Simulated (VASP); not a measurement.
# RuPtSe3 (Pm-3m) in VASP: notebook

Runs on RuPtSe3. Level: PBE. Tasks: single point, relaxation of cell and atoms.

All numbers are computed with VASP 6.6.1; they aren't measurements. Logs are shortened: lines on timing, memory, paths and dates and some standing lists are left out, and cuts for length are marked.

## Step 1: The cell of the first run

It takes space group Pm-3m (No. 221, cubic). Conventional cell: a = 4.798 Å, b = 4.798 Å, c = 4.798 Å, α = 90.00°, β = 90.00°, γ = 90.00°. Within 3.2 Å of Ru (site symmetry m-3m) lie 6 Se at 2.40 Å. Within 4.5 Å of Pt (site symmetry m-3m) lie 12 Se at 3.39 Å and 8 Ru at 4.16 Å. Within 3.2 Å of Se (site symmetry 4/mmm) lie 2 Ru at 2.40 Å.

## Step 2: Single point, PBE

INCAR

```
  ALGO = Normal
  EDIFF = 1E-6
  ENCUT = 520
  GGA = PE
  ISIF = 2
  ISMEAR = 0
  LASPH = True
  LCHARG = False
  LREAL = False
  LWAVE = False
  NBANDS = 29
  NELM = 100
  PREC = Accurate
  SIGMA = 0.1
```

KPOINTS

```
k-points
0
Gamma
  4 4 4
```

POSCAR

```
RuPtSe3
1.0
    4.7984084862      0.0000000000      0.0000000000
    0.0000000000      4.7984084862      0.0000000000
    0.0000000000      0.0000000000      4.7984084862
Ru Pt Se
1 1 3
Direct
    0.5000000000      0.5000000000      0.5000000000
    0.0000000000      0.0000000000      0.0000000000
    0.0000000000      0.5000000000      0.5000000000
    0.5000000000      0.0000000000      0.5000000000
    0.5000000000      0.5000000000      0.0000000000
```

Potentials or basis: VASP PAW PBE potentials, release 64 (Ru_pv, Pt, Se).

On the command line:

```bash
$ cat potpaw_PBE.64/Ru_pv/POTCAR potpaw_PBE.64/Pt/POTCAR potpaw_PBE.64/Se/POTCAR > POTCAR
$ mpirun -np 1 vasp_std > vasp.out
```

OUTCAR:

```text
EDIFF = 1E-6
   ENCUT = 520
   GGA = PE
   ISIF = 2
   ISMEAR = 0
   LASPH = True
   LREAL = False
   NELM = 100
   PREC = Accurate

 ion  position               nearest neighbor table
   1  0.500  0.500  0.500-   3 2.40   4 2.40   5 2.40   5 2.40   4 2.40   3 2.40
   2  0.000  0.000  0.000-
   3  0.000  0.500  0.500-   1 2.40   1 2.40
   4  0.500  0.000  0.500-   1 2.40   1 2.40
   5  0.500  0.500  0.000-   1 2.40   1 2.40

  LATTYP: Found a simple cubic cell.
 ALAT       =     4.7984084862

  Lattice vectors:

 A1 = (   4.7984084862,   0.0000000000,   0.0000000000)
 A2 = (   0.0000000000,   4.7984084862,   0.0000000000)
 A3 = (   0.0000000000,   0.0000000000,   4.7984084862)

Analysis of symmetry for initial positions (statically):
=====================================================================
 Subroutine PRICEL returns:
 Original cell was already a primitive cell.

 Routine SETGRP: Setting up the symmetry group for a
 simple cubic supercell.

 Subroutine GETGRP returns: Found 48 space group operations
 (whereof 48 operations were pure point group operations)
 out of a pool of 48 trial point group operations.

The static configuration has the point symmetry O_h .

Analysis of symmetry for dynamics (positions and initial velocities):
=====================================================================
 Subroutine PRICEL returns:
 Original cell was already a primitive cell.

 Routine SETGRP: Setting up the symmetry group for a
 simple cubic supercell.

 Subroutine GETGRP returns: Found 48 space group operations
 (whereof 48 operations were pure point group operations)
 out of a pool of 48 trial point group operations.

The dynamic configuration has the point symmetry O_h .

 Subroutine INISYM returns: Found 48 space group operations
 (whereof 48 operations are pure point group operations),
 and found     1 'primitive' translations

----------------------------------------------------------------------------------------

                                     Primitive cell

  volume of cell :     110.4820

[... 73 lines left out ...]
   ISPIN  =      1    spin polarized calculation?
   LNONCOLLINEAR =      F non collinear calculations
   LSORBIT =      F    spin-orbit coupling
   LASPH  =      T    aspherical Exc in radial PAW
   ENCUT  =  520.0 eV  38.22 Ry    6.18 a.u.   8.92  8.92  8.92*2*pi/ulx,y,z
   NELM   =    100;   NELMIN=  2; NELMDL= -5     # of ELM steps
   EDIFF  = 0.1E-05   stopping-criterion for ELM
   LREAL  =      F    real-space projection
   EDIFFG = 0.1E-04   stopping-criterion for IOM
   NSW    =      0    number of steps for IOM
   IBRION =     -1    ionic relax: 0-MD 1-quasi-New 2-CG
   NFREE  =      0    steps in history (QN), initial steepest desc. (CG)
   ISIF   =      2    stress and relaxation
   ISYM   =      2    0-nonsym 1-usesym 2-fastsym
   POTIM  = 0.5000    time-step for ionic-motion
   TEBEG  =    0.0;   TEEND  =   0.0 temperature during run
   PSTRESS=    0.0 pullay stress
   NELECT =      42.0000    total number of electrons
   NUPDOWN=      -1.0000    fix difference up-down
   EMIN   =  10.00;   EMAX   =-10.00  energy-range for DOS
   EFERMI =   0.00;   METHOD = LEGACY
   ISMEAR =     0;   SIGMA  =   0.10  broadening in eV -4-tet -1-fermi 0-gaus
   EFERMI_NEDOS =   21; number of points for ismear=-14 and -15
   IALGO  =     38    algorithm
   IMIX   =      4    mixing-type and parameters
     AMIX     =   0.40;   BMIX     =  1.00
     AMIX_MAG =   1.60;   BMIX_MAG =  1.00
  volume/ion in A,a.u.               =      22.10       149.11
  Fermi-wavevector in a.u.,A,eV,Ry     =   1.185935  2.241091 19.135787  1.406441
  Thomas-Fermi vector in A             =   2.322118
   LORBIT       =      0    0 simple, 1 ext, 2 COOP (PROOUT), +10 PAW based schemes
   GGA     = PE    functional components
   LHFCALC =     F    Hartree Fock is set to
   AEXX    =    0.0000 exact exchange contribution
   IVDW    =     0    specifies the selected vdW correction
   LEPSILON=     F    determine dielectric tensor
   LRPA    =     F    only Hartree local field effects (RPA)
 non-spin polarized calculation
 Gauss-broadening in eV      SIGMA  =   0.10
  energy-cutoff  :      520.00
  volume of cell :      110.48
 maximum number of plane-waves:      3016
 NGX is ok and might be reduce to    36
   NGX = 17   NGY = 17   NGZ = 17

 number of electron      41.9999998 magnetization

 Free energy of the ion-electron system (eV)
  ---------------------------------------------------
  ext. energy  EPLUGINS =         0.00000000
  ---------------------------------------------------
  free energy    TOTEN  =       -21.46401617 eV

  energy without entropy =      -21.41960607  energy(sigma->0) =      -21.44181112

 E-fermi :   4.9743     XC(G=0): -10.4004

 val. band max:        4.9625799440   @ k =   0.2500   0.2500   0.0000
 cond. band min:       5.0667559763   @ k =   0.2500   0.2500   0.0000
 fundamental gap:      0.1041760323
 Fermi energy:         4.9742592585

 k-point     1 :       0.0000    0.0000    0.0000
  band No.  band energies     occupation
      1     -38.0160      2.00000
      2     -38.0160      2.00000
      3     -38.0160      2.00000
      4      -9.5738      2.00000
      5      -7.9057      2.00000
      6      -7.9057      2.00000
[... 309 lines left out ...]
     28      11.8133      0.00000
     29      11.8133      0.00000

------------------------ aborting loop because EDIFF is reached ----------------------------------------

  FORCE on cell =-STRESS in cart. coord.  units (eV):
  Direction    XX          YY          ZZ          XY          YZ          ZX
  --------------------------------------------------------------------------------------
  -------------------------------------------------------------------------------------
  Total       -0.1955893     -0.1955893     -0.1955893      0.0000000     -0.0000000     -0.0000000
  in kB       -2.8363773     -2.8363773     -2.8363773      0.0000000     -0.0000000     -0.0000000
  external PRESSURE =      -2.8363773 kB  Pullay stress =       0.0000000 kB

 VOLUME and BASIS-vectors are now :
 -----------------------------------------------------------------------------
  energy-cutoff  :      520.00
  volume of cell :      110.48
      direct lattice vectors                 reciprocal lattice vectors
     4.798408486  0.000000000  0.000000000     0.208402432  0.000000000  0.000000000
     0.000000000  4.798408486  0.000000000     0.000000000  0.208402432  0.000000000
     0.000000000  0.000000000  4.798408486     0.000000000  0.000000000  0.208402432

 POSITION                                       TOTAL-FORCE (eV/Angst)
 -----------------------------------------------------------------------------------
      2.39920      2.39920      2.39920         0.000000      0.000000      0.000000
      0.00000      0.00000      0.00000         0.000000      0.000000      0.000000
      0.00000      2.39920      2.39920         0.000000      0.000000      0.000000
      2.39920      0.00000      2.39920         0.000000      0.000000      0.000000
      2.39920      2.39920      0.00000         0.000000      0.000000      0.000000
 -----------------------------------------------------------------------------------
    total drift:                                0.000000      0.000000      0.000000

  FREE ENERGIE OF THE ION-ELECTRON SYSTEM (eV)
  ---------------------------------------------------
  free  energy   TOTEN  =       -21.4640161737 eV

  energy  without entropy=      -21.4196060727  energy(sigma->0) =      -21.44181112
```

Run time: 21 s. Hardware: 1 thread of AMD EPYC 9R14 (Zen 4), shared host; peak memory 0.19 GiB.

What came out:

```yaml
Free_energy: -21.4640 eV
Pressure: -0.3 GPa
Band_gap_on_the_k_mesh: zero (band 21 reaches 5.51 eV, above the bottom of band 22 at 4.31 eV)
```

Caveat: spin-orbit coupling is left out, which moves the levels of the heavy elements.

## Step 3: Relaxation of cell and atoms, PBE

This run uses another cell than the first one, of 20.20 Å³/atom, 0.914 times its volume.

INCAR

```
SYSTEM = RuPtSe3
PREC = Accurate
ENCUT = 600
EDIFF = 1E-6
ISMEAR = 0
SIGMA = 0.1
LREAL = .FALSE.
LASPH = .TRUE.
NELM = 80
ALGO = Normal
ISIF = 3
LWAVE = .FALSE.
LCHARG = .FALSE.
GGA = PE
IBRION = 2
NSW = 90
EDIFFG = -0.04
```

KPOINTS

```
Automatic mesh
0
G
  4 4 4
  0 0 0
```

POSCAR, as its differences from that of step 2:

```diff
@@ -2,5 +2,5 @@
 1.0
-    4.7984084862      0.0000000000      0.0000000000
-    0.0000000000      4.7984084862      0.0000000000
-    0.0000000000      0.0000000000      4.7984084862
+    4.6570489081      0.0000000000      0.0000000000
+    0.0000000000      4.6570489081      0.0000000000
+    0.0000000000      0.0000000000      4.6570489081
 Ru Pt Se
```

Potentials or basis: VASP PAW PBE potentials, release 64 (Ru_pv, Pt, Se).

On the command line:

```bash
$ cat potpaw_PBE.64/Ru_pv/POTCAR potpaw_PBE.64/Pt/POTCAR potpaw_PBE.64/Se/POTCAR > POTCAR
$ mpirun -np 1 vasp_std > vasp.out
```

Wall time 69 s (1 thread of AMD EPYC 9R14 (Zen 4), shared host); peak memory 0.23 GiB.

Results (log left out):

- Free energy: -21.4471 eV
- Relaxed volume: 22.03 Å³/atom
- Relaxed cell: a = 4.794 Å, b = 4.794 Å, c = 4.794 Å, α = 90.00°, β = 90.00°, γ = 90.00°
- Space group after relaxing (to 0.05 Å): Pm-3m (No. 221)
- Energy gained by relaxing: 46.2 meV/atom
- Ionic steps: 3
- Pressure after relaxing: -0.1 GPa

Step by step:
```
step  energy change (eV)  largest force (eV/Å)  pressure (GPa)  volume (Å³)
   1              0.0000                0.0000            8.86       101.00
   2             -0.0974                0.0000           -4.92       118.23
   3             -0.2310                0.0000           -0.08       110.17
```

Final structure:
```yaml
crystal:
  lattice:
    - [4.79396, 0.00000, 0.00000]
    - [0.00000, 4.79396, 0.00000]
    - [0.00000, 0.00000, 4.79396]
  atoms:
    - { symbol: Ru, position: [0.50000, 0.50000, 0.50000] }
    - { symbol: Pt, position: [0.00000, 0.00000, 0.00000] }
    - { symbol: Se, position: [0.00000, 0.50000, 0.50000] }
    - { symbol: Se, position: [0.50000, 0.00000, 0.50000] }
    - { symbol: Se, position: [0.50000, 0.50000, 0.00000] }
```

Levels at points of the mesh, in eV from the Fermi level:
```
           k point  band 19  band 20  band 21  band 22  band 23  band 24
(0.00, 0.00, 0.00)    -1.24    -1.24    -0.87    -0.66    -0.66    -0.49
(0.50, 0.00, 0.00)    -0.83    -0.06     0.13     0.13     0.28     0.28
(0.50, 0.50, 0.00)    -1.20    -0.75     0.17     0.71     0.92     0.92
(0.50, 0.50, 0.50)    -0.15    -0.15    -0.15     0.38     0.38     0.38
```

Caveat: the bands computed are all filled at some k points, so no gap is given; spin-orbit coupling is left out, which moves the levels of the heavy elements.

## Step 4: Single point, PBE, collinear spin, ferromagnetic start

This run uses another cell than the first one, of 20.20 Å³/atom, 0.914 times its volume.

INCAR

```
  ALGO = Normal
  EDIFF = 1E-7
  ENCUT = 520
  GGA = PE
  ISIF = 2
  ISMEAR = 0
  ISPIN = 2
  LASPH = True
  LCHARG = True
  LELF = True
  LMAXMIX = 4
  LORBIT = 11
  LREAL = False
  LVHAR = True
  LWAVE = False
  MAGMOM = 1 0 0 0 0
  NBANDS = 33
  NELM = 150
  PREC = Accurate
  SIGMA = 0.1
```

KPOINTS

```
k-points
0
Gamma
  4 4 4
```

POSCAR is that of step 3.

On the command line:

```bash
$ cat potpaw_PBE.64/Ru_pv/POTCAR potpaw_PBE.64/Pt/POTCAR potpaw_PBE.64/Se/POTCAR > POTCAR
$ mpirun -np 1 vasp_std > vasp.out
```

Run time: 59 s. Hardware: 1 thread of AMD EPYC 9R14 (Zen 4), shared host; peak memory 0.24 GiB.

It converged, with:

| Item | Value |
| --- | --- |
| Free energy | -21.2321 eV |
| Pressure | 8.8 GPa |
| Band gap on the k mesh | zero (filled and empty bands overlap) |
| Net moment | 0.00 μB per cell |
| Valence electrons inside the program's atomic spheres | Ru 12.97; Pt 8.73; Se 3.80 |

Levels at points of the mesh, in eV from the Fermi level:
Spin up:
| k point | band 18 | band 19 | band 20 | band 21 | band 22 | band 23 | band 24 | band 25 |
| --- | --- | --- | --- | --- | --- | --- | --- | --- |
| (0.00, 0.00, 0.00) | -1.45 | -1.45 | -1.45 | -1.04 | -0.67 | -0.67 | -0.51 | -0.51 |
| (0.50, 0.00, 0.00) | -1.40 | -0.89 | -0.05 | 0.17 | 0.17 | 0.25 | 0.25 | 1.48 |
| (0.50, 0.50, 0.00) | -1.44 | -1.39 | -0.94 | 0.29 | 0.83 | 1.03 | 1.03 | 2.61 |
| (0.50, 0.50, 0.50) | -1.34 | -0.30 | -0.30 | -0.30 | 0.45 | 0.45 | 0.45 | 6.42 |
Spin down:
```
           k point  band 17  band 18  band 19  band 20  band 21  band 22  band 23  band 24  band 25  band 26
(0.00, 0.00, 0.00)    -1.53    -1.45    -1.45    -1.45    -1.04    -0.67    -0.67    -0.51    -0.51    -0.51
(0.50, 0.00, 0.00)    -1.60    -1.40    -0.89    -0.05     0.17     0.17     0.25     0.25     1.48     2.34
(0.50, 0.50, 0.00)    -1.44    -1.44    -1.39    -0.94     0.29     0.83     1.03     1.03     2.61     4.26
(0.50, 0.50, 0.50)    -1.35    -1.34    -0.30    -0.30    -0.30     0.45     0.45     0.45     6.42     6.42
```

Caveat: spin-orbit coupling is left out, which moves the levels of the heavy elements.

## Step 5: Single point, PBE

This run uses another cell than the first one, of 21.93 Å³/atom, 0.993 times its volume.

INCAR

```
SYSTEM = RuPtSe3
PREC     = Accurate       ! precision mode
ENCUT    = 520            ! plane-wave cutoff, eV
EDIFF    = 1E-6           ! SCF threshold, eV
ISMEAR   = 0              ! smearing method
SIGMA    = 0.1            ! smearing width, eV
LREAL    = .False.        ! projectors in reciprocal space
LASPH    = .True.         ! aspherical terms in the spheres
NELM     = 100            ! most SCF steps
ALGO     = Normal         ! electronic algorithm
ISIF     = 2              ! what is computed and relaxed
LWAVE    = .False.        ! write WAVECAR
LCHARG   = .True.         ! write CHGCAR
GGA      = PE             ! functional
LELF     = .True.         ! ELF
LVHAR    = .True.       
NBANDS   = 29             ! bands
```

KPOINTS

```
Automatic mesh
0
Gamma
  8 8 8
  0 0 0
```

POSCAR, as its differences from that of step 4:

```diff
@@ -2,5 +2,5 @@
 1.0
-    4.6570489081      0.0000000000      0.0000000000
-    0.0000000000      4.6570489081      0.0000000000
-    0.0000000000      0.0000000000      4.6570489081
+    4.7866273019      0.0000000000      0.0000000000
+    0.0000000000      4.7866273019      0.0000000000
+    0.0000000000      0.0000000000      4.7866273019
 Ru Pt Se
```

On the command line:

```bash
$ cat potpaw_PBE.64/Ru_pv/POTCAR potpaw_PBE.64/Pt/POTCAR potpaw_PBE.64/Se/POTCAR > POTCAR
$ mpirun -np 1 vasp_std > vasp.out
```

Run time: 64 s. Hardware: 1 thread of AMD EPYC 9R14 (Zen 4), shared host; peak memory 0.25 GiB.

It converged, with:

```
Free energy            : -21.5284 eV
Pressure               : 0.1 GPa
Band gap on the k mesh : zero (band 21 reaches 5.72 eV, above the bottom of band 22 at 4.38 eV)
```

Levels at points of the mesh, in eV from the Fermi level:
| k point | band 17 | band 18 | band 19 | band 20 | band 21 | band 22 | band 23 | band 24 | band 25 | band 26 |
| --- | --- | --- | --- | --- | --- | --- | --- | --- | --- | --- |
| (0.00, 0.00, 0.00) | -1.35 | -1.22 | -1.22 | -1.22 | -0.86 | -0.67 | -0.67 | -0.51 | -0.51 | -0.51 |
| (0.50, 0.00, 0.00) | -1.34 | -1.18 | -0.85 | -0.04 | 0.14 | 0.14 | 0.27 | 0.27 | 1.35 | 2.15 |
| (0.50, 0.50, 0.00) | -1.21 | -1.21 | -1.18 | -0.75 | 0.16 | 0.71 | 0.92 | 0.92 | 2.39 | 4.49 |
| (0.50, 0.50, 0.50) | -1.14 | -1.02 | -0.16 | -0.16 | -0.16 | 0.38 | 0.38 | 0.38 | 5.75 | 5.75 |

Caveat: spin-orbit coupling is left out, which moves the levels of the heavy elements.

[end of part 1 of 2]
